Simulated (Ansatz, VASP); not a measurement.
**Gd in VASP and in Ansatz**

```xyz
1
Lattice="-2.0094 2.0094 2.0094 2.0094 -2.0094 2.0094 2.0094 2.0094 -2.0094" Properties=species:S:1:pos:R:3 pbc="T T T"
Gd    0.0000    0.0000    0.0000
```

Change from the starting cell: volume scaled by 0.98.

Alike in both runs: task single point; functional PBE; k mesh 13 × 13 × 13; occupations fermi-dirac, width 0.05 eV; collinear spin.

|  | VASP | Ansatz |
| --- | --- | --- |
| version | VASP 6.6.1 | Ansatz 0.2.0 |
| potentials or method | VASP PAW PBE potentials, release 64 (Gd), cutoff 520 eV | all-electron LAPW, scalar-relativistic |

Ansatz gave:

| Quantity | Value |
| --- | --- |
| pressure (GPa) | 0.7 |
| net moment per atom (μB) | 7.64 |
| size of the moment on the site where the two differ most (μB) | 7.46 |

Estimate VASP's values.

pressure (GPa): 0.7; net moment per atom (μB): 7.64; size of the moment on the site where the two differ most (μB): 7.02.

Site moments also hang on the region over which each program counts them. Ansatz ran all-electron here, and VASP with PAW potentials.

Spin-orbit coupling is off throughout.
